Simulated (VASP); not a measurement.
## Li: relaxation of cell and atoms with PBE

The system is Li.

```
CELL_PARAMETERS angstrom
-1.80831 1.80831 3.56246
1.80831 -1.80831 3.56246
1.80831 1.80831 -3.56246
ATOMIC_POSITIONS crystal
Li 0.80339 0.80339 0.00000
Li 0.19661 0.19661 0.00000
```

The cell was built from a structure type or drawn by symmetry, and may not be a known phase.

* Program: VASP 6.6.1
* Task: relaxation of cell and atoms
* Functional: PBE
* Potentials or basis: VASP PAW PBE potentials, release 64 (Li_sv)
* Cutoff: 600 eV
* k mesh: 6 × 6 × 6
* Occupations: gaussian, width 0.1 eV
* Spin: no spin polarisation
* Dipole correction: no
* Further INCAR settings: ALGO = Normal; EDIFF = 1e-06; IBRION = 2; EDIFFG = -0.04; NSW = 90; ISIF = 3

The relaxed volume is 20.04 Å³/atom and the relaxed cell is a = 3.840 Å, b = 3.840 Å, c = 3.840 Å, α = 119.92°, β = 119.92°, γ = 90.13°. The space group after relaxing (to 0.1 Å) is Pm-3m (No. 221) and the energy gained by relaxing is 161.4 meV/atom. The ionic steps are 22 and the pressure after relaxing is 0.2 GPa. The largest force after relaxing is 0.024 eV/Å. The band gap on the k mesh is zero (bands 3 and 4 overlap by 0.67 eV).

Forces in eV/Å, atoms in the order of the input:
```
Li   0.000  0.000  0.024
Li   0.000  0.000 -0.024
```

Stress tensor (GPa, compression positive):
```
0.13 0.00 0.00
0.00 0.13 0.00
0.00 0.00 0.30
```

The path:
| step | energy change (eV) | largest force (eV/Å) | pressure (GPa) | volume (Å³) |
| --- | --- | --- | --- | --- |
| 1 | 0.0000 | 0.2304 | 0.15 | 46.60 |
| 2 | -0.0356 | 0.0920 | -0.19 | 46.73 |
| 3 | -0.0662 | 0.1233 | -0.58 | 46.85 |
| 4 | -0.0528 | 0.6286 | -0.94 | 46.84 |
| 5 | -0.0757 | 0.2738 | -0.77 | 46.88 |
| 6 | -0.0964 | 0.3500 | -0.74 | 45.81 |
| 7 | -0.1487 | 0.5852 | -0.30 | 42.56 |
| 8 | -0.0802 | 0.9707 | 2.16 | 35.81 |
| 9 | -0.1442 | 0.7813 | 0.22 | 40.38 |
| 10 | -0.1538 | 0.7690 | 0.30 | 40.08 |
| 11 | -0.1797 | 0.7273 | 0.55 | 39.18 |
| 12 | -0.2143 | 0.6239 | 1.25 | 37.38 |
| 13 | -0.1527 | 0.2099 | 3.31 | 33.79 |
| 14 | -0.2103 | 0.5937 | 1.70 | 36.47 |
| 15 | -0.2092 | 0.5353 | 2.02 | 35.89 |
| 16 | -0.2405 | 0.4181 | 1.84 | 36.19 |
| 17 | -0.2980 | 0.1294 | 1.35 | 37.08 |
| 18 | -0.3021 | 0.2120 | 0.61 | 38.84 |
| 19 | -0.3123 | 0.1144 | 0.87 | 38.18 |
| 20 | -0.3131 | 0.0774 | 0.96 | 37.97 |
| 21 | -0.3170 | 0.0622 | 0.73 | 38.55 |
| 22 | -0.3228 | 0.0243 | 0.19 | 40.08 |

Final structure:
```yaml
crystal:
  lattice:
    - [-1.92219, 1.92219, 2.71201]
    - [1.92219, -1.92219, 2.71201]
    - [1.92219, 1.92219, -2.71201]
  atoms:
    - { symbol: Li, position: [0.74841, 0.74841, 0.00000] }
    - { symbol: Li, position: [0.25159, 0.25159, 0.00000] }
```

Levels at points of the mesh, in eV from the Fermi level:
```
           k point  band 1  band 2  band 3  band 4  band 5  band 6  band 7
(0.00, 0.00, 0.00)  -46.84  -46.77   -3.59    6.67    6.69    6.69   10.15
(0.50, 0.00, 0.00)  -46.80  -46.80   -0.68   -0.66    6.77    6.80    6.85
(0.50, 0.50, 0.00)  -46.81  -46.79   -0.80    1.99    3.13    3.14    5.67
(0.50, 0.50, 0.50)  -46.81  -46.79   -0.79    2.02    3.12    3.12    5.66
```

It took 2.7 min on 1 thread of Intel(R) Xeon(R) Platinum 8259CL CPU @ 2.50GHz (Skylake/Cascade Lake), with other jobs on the host, peak memory 0.19 GiB.

Caveat: the cutoff is under 1.25 times the usual one of these potentials, so pressure, stress and relaxed cells hold a basis-set (Pulay) error.
